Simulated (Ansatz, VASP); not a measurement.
# BaTiO3: VASP beside Ansatz

Contents of INCAR:

```
SYSTEM = BaTiO3
PREC = Accurate
ENCUT = 520
EDIFF = 1E-6
ISMEAR = -1
SIGMA = 0.08
LREAL = .FALSE.
LASPH = .TRUE.
NELM = 60
ALGO = Normal
ISIF = 2
LWAVE = .FALSE.
LCHARG = .FALSE.
GGA = PE
NBANDS = 28
```

File KPOINTS:

```
regular mesh
0
G
  7 7 7
  0 0 0
```

The input POSCAR:

```
BaTiO3
1.0
    3.9998000000      0.0000000000      0.0000000000
    0.0000000000      3.9998000000      0.0000000000
    0.0000000000      0.0000000000      3.9376400000
Ba Ti O
1 1 3
Direct
    0.0000000000      0.0000000000      0.0000000000
    0.5000000000      0.5000000000      0.4820000000
    0.5000000000      0.5000000000      0.0160000000
    0.5000000000      0.0000000000      0.5150000000
    0.0000000000      0.5000000000      0.5150000000
```

Input for Ansatz:

```yaml
crystal:
  lattice:
    - [3.9998, 0.0, 0.0]
    - [0.0, 3.9998, 0.0]
    - [0.0, 0.0, 3.93764]
  atoms:
    - { symbol: Ba, position: [0.0, 0.0, 0.0] }
    - { symbol: Ti, position: [0.5, 0.5, 0.482] }
    - { symbol: O, position: [0.5, 0.5, 0.016] }
    - { symbol: O, position: [0.5, 0.0, 0.515] }
    - { symbol: O, position: [0.0, 0.5, 0.515] }
kpoints:
  mp_grid: { grid: [7, 7, 7] }
  band_path:
    path:
      - [0.0, 0.0, 0.0]
      - [0.0, 0.5, 0.0]
      - [0.5, 0.5, 0.0]
      - [0.0, 0.0, 0.0]
      - [0.0, 0.0, 0.5]
      - [0.0, 0.5, 0.5]
      - [0.5, 0.5, 0.5]
      - [0.0, 0.0, 0.5]
      - [0.0, 0.5, 0.0]
    npoints: 5
scf:
  occupations: { method: fermi_dirac, width: 0.08 }
hamiltonian:
  xc: pbe
  pseudopotentials: { kind: all_electron, lapw: { basis_error: 0.001 } }
output:
  forces: true
  stress: true
  eigenvalues: true
```

Change from the starting cell: zz strain of -2 %.

Alike in both runs: task single point; functional PBE; k mesh 7 × 7 × 7; occupations fermi-dirac, width 0.08 eV; no spin polarisation.

|  | VASP | Ansatz |
| --- | --- | --- |
| version | VASP 6.6.1 | Ansatz 0.2.0 |
| potentials or method | VASP PAW PBE potentials, release 64 (Ba_sv, Ti_sv, O), cutoff 520 eV | all-electron LAPW, scalar-relativistic |

|  | VASP | Ansatz | Ansatz less VASP |
| --- | --- | --- | --- |
| pressure (GPa) | 8.4 | 6.5 | -1.92 |
| traceless stress, the component that is largest in VASP (GPa) | 4.20 | 4.03 | -0.172 |
| rms of the force components (eV/Å) | 0.125 | 0.108 | -0.0165 |

Atom by atom the forces differ by 0.024 eV/Å (rms over components). Ansatz ran all-electron here, and VASP with PAW potentials.

Neither program's run includes spin-orbit coupling.
